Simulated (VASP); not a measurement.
# BN (Aem2) in VASP: relaxation of cell and atoms with PBE

Aim: the relaxation of cell and atoms of BN with PBE.

Everything below comes from runs of VASP 6.6.1. Logs are shortened: lines on timing, memory, paths and dates and some standing lists are left out, and cuts for length are marked.

### Step 1. The cell of the first run

The structure is orthorhombic, space group Aem2 (No. 39). Conventional cell: a = 2.622 Å, b = 5.003 Å, c = 7.200 Å, α = 90.00°, β = 90.00°, γ = 90.00°. Within 2.1 Å of B (site symmetry m) lie 4 N at 1.54 to 1.79 Å. B (site symmetry 2) has 4 N at 1.34 to 1.79 Å within 1.8 Å. N (site symmetry 2) has 4 B at 1.34 to 1.62 Å within 1.8 Å. N (site symmetry m) has 4 B at 1.54 to 1.79 Å within 2.1 Å.

### Step 2. Relaxation of cell and atoms, PBE

Contents of INCAR:

```
ALGO = Normal
EDIFF = 1E-6
EDIFFG = -0.04
ENCUT = 600
GGA = PE
IBRION = 2
ISIF = 3
ISMEAR = 0
LASPH = True
LCHARG = False
LREAL = False
LWAVE = False
NELM = 80
NSW = 90
PREC = Accurate
SIGMA = 0.1
```

Contents of KPOINTS:

```
k-points
0
Gamma
  6 4 4
```

Contents of POSCAR:

```
BN
1.0
    2.6215637300      0.0000000000      0.0000000000
    0.0000000000      2.5014234500      3.6000020700
    0.0000000000     -2.5014234500      3.6000020700
B N
4 4
Direct
    0.9891661000      0.4828117700      0.9828117700
    0.0108339000      0.9828117700      0.4828117700
    0.5000000000      0.0511756600      0.0511756600
    0.5000000000      0.5511756600      0.5511756600
    0.0000000000      0.0908320400      0.0908320400
    0.0000000000      0.5908320400      0.5908320400
    0.4294384800      0.6251805400      0.1251805400
    0.5705615200      0.1251805400      0.6251805400
```

Potentials or basis: VASP PAW PBE potentials, release 64 (B, N).

Run with:

```
$ cat potpaw_PBE.64/B/POTCAR potpaw_PBE.64/N/POTCAR > POTCAR
$ mpirun -np 1 vasp_std > vasp.out
```

OUTCAR:

```text
EDIFF = 1E-6
   EDIFFG = -0.04
   ENCUT = 600
   GGA = PE
   IBRION = 2
   ISIF = 3
   ISMEAR = 0
   LASPH = True
   LREAL = False
   NELM = 80
   NSW = 90
   PREC = Accurate

 ion  position               nearest neighbor table
   1  0.989  0.483  0.983-   7 1.54   6 1.62   5 1.62   7 1.79
   2  0.011  0.983  0.483-   8 1.54   6 1.62   5 1.62   8 1.79
   3  0.500  0.051  0.051-   5 1.34   5 1.34   8 1.79   7 1.79
   4  0.500  0.551  0.551-   6 1.34   6 1.34   8 1.79   7 1.79
   5  0.000  0.091  0.091-   3 1.34   3 1.34   1 1.62   2 1.62
   6  0.000  0.591  0.591-   4 1.34   4 1.34   1 1.62   2 1.62
   7  0.429  0.625  0.125-   1 1.54   1 1.79   3 1.79   4 1.79
   8  0.571  0.125  0.625-   2 1.54   2 1.79   4 1.79   3 1.79

  LATTYP: Found a base centered orthorhombic cell.
 ALAT       =     5.0028469000
 B/A-ratio  =     1.4391813869
 C/A-ratio  =     0.5240143827

  Lattice vectors:

 A1 = (   0.0000000000,   2.5014234500,  -3.6000020700)
 A2 = (   0.0000000000,   2.5014234500,   3.6000020700)
 A3 = (   2.6215637300,   0.0000000000,   0.0000000000)

Analysis of symmetry for initial positions (statically):
=====================================================================
 Subroutine PRICEL returns:
 Original cell was already a primitive cell.

 Routine SETGRP: Setting up the symmetry group for a
 base centered orthorhombic supercell.

 Subroutine GETGRP returns: Found  4 space group operations
 (whereof  2 operations were pure point group operations)
 out of a pool of  8 trial point group operations.

The static configuration has the point symmetry C_2 .
 The point group associated with its full space group is C_2v.

Analysis of symmetry for dynamics (positions and initial velocities):
=====================================================================
 Subroutine PRICEL returns:
 Original cell was already a primitive cell.

 Routine SETGRP: Setting up the symmetry group for a
 base centered orthorhombic supercell.

 Subroutine GETGRP returns: Found  4 space group operations
 (whereof  2 operations were pure point group operations)
 out of a pool of  8 trial point group operations.

The dynamic configuration has the point symmetry C_2 .
 The point group associated with its full space group is C_2v.

 Subroutine INISYM returns: Found  4 space group operations
 (whereof  2 operations are pure point group operations),
 and found     1 'primitive' translations

----------------------------------------------------------------------------------------

                                     Primitive cell

  volume of cell :      47.2150

  direct lattice vectors                    reciprocal lattice vectors
     2.621563730  0.000000000  0.000000000     0.381451722  0.000000000  0.000000000
     0.000000000  2.501423450  3.600002070     0.000000000  0.199886189  0.138888809
     0.000000000 -2.501423450  3.600002070     0.000000000 -0.199886189  0.138888809

  length of vectors
     2.621563730  4.383735186  4.383735186     0.381451722  0.243402115  0.243402115

  position of ions in fractional coordinates (direct lattice)
     0.989166100  0.482811770  0.982811770
     0.010833900  0.982811770  0.482811770
     0.500000000  0.051175660  0.051175660
     0.500000000  0.551175660  0.551175660
     0.000000000  0.090832040  0.090832040
     0.000000000  0.590832040  0.590832040
     0.429438480  0.625180540  0.125180540
     0.570561520  0.125180540  0.625180540

  ion indices of the primitive-cell ions
   primitive index   ion index
                 1           1
                 2           2
                 3           3
                 4           4
                 5           5
                 6           6
                 7           7
                 8           8

----------------------------------------------------------------------------------------

 KPOINTS: k-points

Automatic generation of k-mesh.
 Grid dimensions read from file:
 generate k-points for:    6    4    4

 Generating k-lattice:

  Cartesian coordinates                     Fractional coordinates (reciprocal lattice)
     0.063575287  0.000000000  0.000000000     0.166666667  0.000000000  0.000000000
     0.000000000  0.049971547  0.034722202     0.000000000  0.250000000 -0.000000000
     0.000000000 -0.049971547  0.034722202     0.000000000 -0.000000000  0.250000000

  Length of vectors
     0.063575287  0.060850529  0.060850529

  Shift w.r.t. Gamma in fractional coordinates (k-lattice)
     0.000000000  0.000000000  0.000000000

 Subroutine IBZKPT returns following result:
 ===========================================

 Found     28 irreducible k-points:

 Following reciprocal coordinates:
            Coordinates               Weight
  0.000000  0.000000  0.000000      1.000000
  0.166667  0.000000  0.000000      2.000000
  0.333333  0.000000  0.000000      2.000000
  0.500000  0.000000  0.000000      1.000000
  0.000000  0.250000 -0.000000      4.000000
  0.166667  0.250000 -0.000000      8.000000
[... 16 lines left out ...]
  0.333333 -0.250000  0.250000      4.000000
  0.500000 -0.250000  0.250000      2.000000
 [... further k-points ...]
   k-points           NKPTS =     28   k-points in BZ     NKDIM =     28   number of bands    NBANDS=     21
   number of dos      NEDOS =    301   number of ions     NIONS =      8
   total plane-waves  NPLWV =  31104
   dimension x,y,z NGX =    24 NGY =   36 NGZ =   36
   dimension x,y,z NGXF=    48 NGYF=   72 NGZF=   72
   ions per type =               4   4
   NGX,Y,Z   is equivalent  to a cutoff of  15.22, 13.65, 13.65 a.u.
   NGXF,Y,Z  is equivalent  to a cutoff of  30.44, 27.30, 27.30 a.u.
 SYSTEM =  unknown system
   PREC   = accura    normal or accurate (medium, high low for compatibility)
   ISTART =      0    job   : 0-new  1-cont  2-samecut
   ICHARG =      2    charge: 1-file 2-atom 10-const
   ISPIN  =      1    spin polarized calculation?
   LNONCOLLINEAR =      F non collinear calculations
   LSORBIT =      F    spin-orbit coupling
   LASPH  =      T    aspherical Exc in radial PAW
   ENCUT  =  600.0 eV  44.10 Ry    6.64 a.u.   5.24  8.76  8.76*2*pi/ulx,y,z
   NELM   =     80;   NELMIN=  2; NELMDL= -5     # of ELM steps
   EDIFF  = 0.1E-05   stopping-criterion for ELM
   LREAL  =      F    real-space projection
   EDIFFG = -.4E-01   stopping-criterion for IOM
   NSW    =     90    number of steps for IOM
   IBRION =      2    ionic relax: 0-MD 1-quasi-New 2-CG
   NFREE  =      1    steps in history (QN), initial steepest desc. (CG)
   ISIF   =      3    stress and relaxation
   ISYM   =      2    0-nonsym 1-usesym 2-fastsym
   POTIM  = 0.5000    time-step for ionic-motion
   TEBEG  =    0.0;   TEEND  =   0.0 temperature during run
   PSTRESS=    0.0 pullay stress
   NELECT =      32.0000    total number of electrons
   NUPDOWN=      -1.0000    fix difference up-down
   EMIN   =  10.00;   EMAX   =-10.00  energy-range for DOS
   EFERMI =   0.00;   METHOD = LEGACY
   ISMEAR =     0;   SIGMA  =   0.10  broadening in eV -4-tet -1-fermi 0-gaus
   EFERMI_NEDOS =   21; number of points for ismear=-14 and -15
   IALGO  =     38    algorithm
   IMIX   =      4    mixing-type and parameters
     AMIX     =   0.40;   BMIX     =  1.00
     AMIX_MAG =   1.60;   BMIX_MAG =  1.00
  volume/ion in A,a.u.               =       5.90        39.83
  Fermi-wavevector in a.u.,A,eV,Ry     =   1.438019  2.717462 28.135478  2.067899
  Thomas-Fermi vector in A             =   2.557032
   LORBIT       =      0    0 simple, 1 ext, 2 COOP (PROOUT), +10 PAW based schemes
   GGA     = PE    functional components
   LHFCALC =     F    Hartree Fock is set to
   AEXX    =    0.0000 exact exchange contribution
   IVDW    =     0    specifies the selected vdW correction
   LEPSILON=     F    determine dielectric tensor
   LRPA    =     F    only Hartree local field effects (RPA)
 conjugate gradient relaxation of ions
 non-spin polarized calculation
 Gauss-broadening in eV      SIGMA  =   0.10
  energy-cutoff  :      600.00
  volume of cell :       47.22
 maximum number of plane-waves:      1594
 NGX is ok and might be reduce to    24
   NGX = 11   NGY = 17   NGZ = 17

--------------------------------------- Ionic step        1  -------------------------------------------

 number of electron      32.0000002 magnetization

 Free energy of the ion-electron system (eV)
  ---------------------------------------------------
  ext. energy  EPLUGINS =         0.00000000
  ---------------------------------------------------
  free energy    TOTEN  =       -59.56017916 eV

  energy without entropy =      -59.55766988  energy(sigma->0) =      -59.55892452

------------------------ aborting loop because EDIFF is reached ----------------------------------------

  FORCE on cell =-STRESS in cart. coord.  units (eV):
  Direction    XX          YY          ZZ          XY          YZ          ZX
  --------------------------------------------------------------------------------------
  -------------------------------------------------------------------------------------
  Total       20.7281104     13.9218297     -4.2635342      0.0000000      0.0000000      0.0000000
  in kB      703.3798327    472.4180883   -144.6771519      0.0000000      0.0000000      0.0000000
  external PRESSURE =     343.7069230 kB  Pullay stress =       0.0000000 kB
[... 107 lines left out ...]
  FREE ENERGIE OF THE ION-ELECTRON SYSTEM (eV)
  ---------------------------------------------------
  free  energy   TOTEN  =       -68.3471001730 eV

  energy  without entropy=      -68.3471001730  energy(sigma->0) =      -68.34710017

[... ionic steps 4 to 12 ...]

--------------------------------------- Ionic step       13  -------------------------------------------

 number of electron      32.0000009 magnetization

------------------------ aborting loop because EDIFF is reached ----------------------------------------
[... 79 lines left out ...]
--------------------------------------- Ionic step       15  -------------------------------------------

 number of electron      32.0000009 magnetization

 Free energy of the ion-electron system (eV)
  ---------------------------------------------------
  ext. energy  EPLUGINS =         0.00000000
  ---------------------------------------------------
  free energy    TOTEN  =       -69.81421633 eV

  energy without entropy =      -69.81421633  energy(sigma->0) =      -69.81421633

 E-fermi :   7.7594     XC(G=0): -12.7818

 val. band max:        7.3059426618   @ k =   0.0000   0.0000   0.0000
 cond. band min:      11.7478564061   @ k =   0.5000   0.5000   0.5000
 fundamental gap:      4.4419137443
 Fermi energy:         7.7593573966

 k-point     1 :       0.0000    0.0000    0.0000
  band No.  band energies     occupation
      1     -12.8355      2.00000
      2      -8.6628      2.00000
      3      -8.6532      2.00000
      4      -7.2990      2.00000
      5      -3.3154      2.00000
      6      -3.3096      2.00000
[... 565 lines left out ...]
     20      16.8618      0.00000
     21      18.4176      0.00000

 [... further k-points ...]

------------------------ aborting loop because EDIFF is reached ----------------------------------------

  FORCE on cell =-STRESS in cart. coord.  units (eV):
  Direction    XX          YY          ZZ          XY          YZ          ZX
  --------------------------------------------------------------------------------------
  -------------------------------------------------------------------------------------
  Total       -0.0095446     -0.0695265      0.0136535      0.0000000      0.0000000      0.0000000
  in kB       -0.3210725     -2.3388009      0.4592900      0.0000000      0.0000000      0.0000000
  external PRESSURE =      -0.7335278 kB  Pullay stress =       0.0000000 kB
[... 23 lines left out ...]
  FREE ENERGIE OF THE ION-ELECTRON SYSTEM (eV)
  ---------------------------------------------------
  free  energy   TOTEN  =       -69.8142163283 eV

  energy  without entropy=      -69.8142163283  energy(sigma->0) =      -69.81421633

 reached required accuracy - stopping structural energy minimisation
```

It took 9.1 min on 1 thread of Intel Xeon 8259CL, shared host; peak memory 0.18 GiB.

Results:

* Free energy: -69.8142 eV
* Relaxed volume: 5.95 Å³/atom
* Relaxed cell: a = 2.563 Å, b = 4.439 Å, c = 4.439 Å, α = 70.56°, β = 90.00°, γ = 90.00°
* Space group after relaxing (to 0.1 Å): F-43m (No. 216)
* Energy gained by relaxing: 1281.8 meV/atom
* Ionic steps: 15
* Pressure after relaxing: -0.1 GPa
* Largest force after relaxing: 0.036 eV/Å
* Band gap on the k mesh: 4.44 eV

Forces in eV/Å, atoms in the order of the input:
```
B   -0.010  0.000 -0.033
B    0.010  0.000 -0.033
B    0.000  0.000  0.015
B    0.000  0.000  0.015
N    0.000  0.000 -0.016
N    0.000  0.000 -0.016
N    0.009  0.000  0.035
N   -0.009  0.000  0.035
```

Stress tensor (GPa, compression positive):
```
-0.03  0.00  0.00
 0.00 -0.23  0.00
 0.00  0.00  0.05
```

Step by step:
| step | energy change (eV) | largest force (eV/Å) | pressure (GPa) | volume (Å³) |
| --- | --- | --- | --- | --- |
| 1 | 0.0000 | 12.3170 | 34.37 | 47.22 |
| 2 | -4.1634 | 5.0107 | -26.56 | 56.10 |
| 3 | -8.7869 | 3.2338 | -27.29 | 52.05 |
| 4 | -8.7941 | 3.1858 | -26.51 | 51.89 |
| 5 | -9.0025 | 6.1729 | 19.41 | 45.85 |
| 6 | -9.8603 | 1.8323 | -6.20 | 48.58 |
| 7 | -10.1432 | 1.1269 | 8.05 | 46.68 |
| 8 | -10.1963 | 0.5951 | 3.36 | 47.20 |
| 9 | -10.2429 | 0.3864 | -0.28 | 47.66 |
| 10 | -10.2429 | 0.3715 | -0.17 | 47.64 |
| 11 | -10.2510 | 0.1441 | -0.57 | 47.69 |
| 12 | -10.2510 | 0.1309 | -0.54 | 47.69 |
| 13 | -10.2538 | 0.0554 | 0.19 | 47.60 |
| 14 | -10.2538 | 0.0551 | 0.31 | 47.58 |
| 15 | -10.2540 | 0.0356 | -0.07 | 47.63 |

Final structure:
```
B N
1.0
     2.56330    0.00000    0.00000
     0.00000    2.56371    3.62384
     0.00000   -2.56371    3.62384
B N
4 4
Direct
  0.00012 0.50010 0.00010
  0.99988 0.00010 0.50010
  0.50000 0.99997 0.99997
  0.50000 0.49997 0.49997
  0.00000 0.12503 0.12503
  0.00000 0.62503 0.62503
  0.49995 0.62490 0.12490
  0.50005 0.12490 0.62490
```

Levels at points of the mesh, in eV from the valence-band top:
| k point | band 12 | band 13 | band 14 | band 15 | band 16 | band 17 | band 18 | band 19 | band 20 | band 21 |
| --- | --- | --- | --- | --- | --- | --- | --- | --- | --- | --- |
| (0.00, 0.00, 0.00) | -1.92 | -1.92 | -0.01 | 0.00 | 0.00 | 4.44 | 8.77 | 8.78 | 8.78 | 9.18 |
| (0.50, 0.00, 0.00) | -6.45 | -5.56 | -5.55 | -2.08 | -2.08 | 9.56 | 9.57 | 9.67 | 9.67 | 12.09 |
| (0.00, 0.50, 0.00) | -3.63 | -1.13 | -1.13 | -1.12 | -1.12 | 7.51 | 7.51 | 9.56 | 9.56 | 10.29 |
| (0.50, 0.50, 0.00) | -5.12 | -3.63 | -3.63 | -3.63 | -3.63 | 7.51 | 7.51 | 7.52 | 7.52 | 13.02 |
| (0.00, 0.50, 0.50) | -2.99 | -2.98 | -2.98 | -2.09 | -2.08 | 6.76 | 6.76 | 9.66 | 9.67 | 11.46 |
| (0.50, 0.50, 0.50) | -4.86 | -1.93 | -1.93 | -1.93 | -1.92 | 4.44 | 4.46 | 9.18 | 9.19 | 10.04 |

A k mesh can miss the band edges.
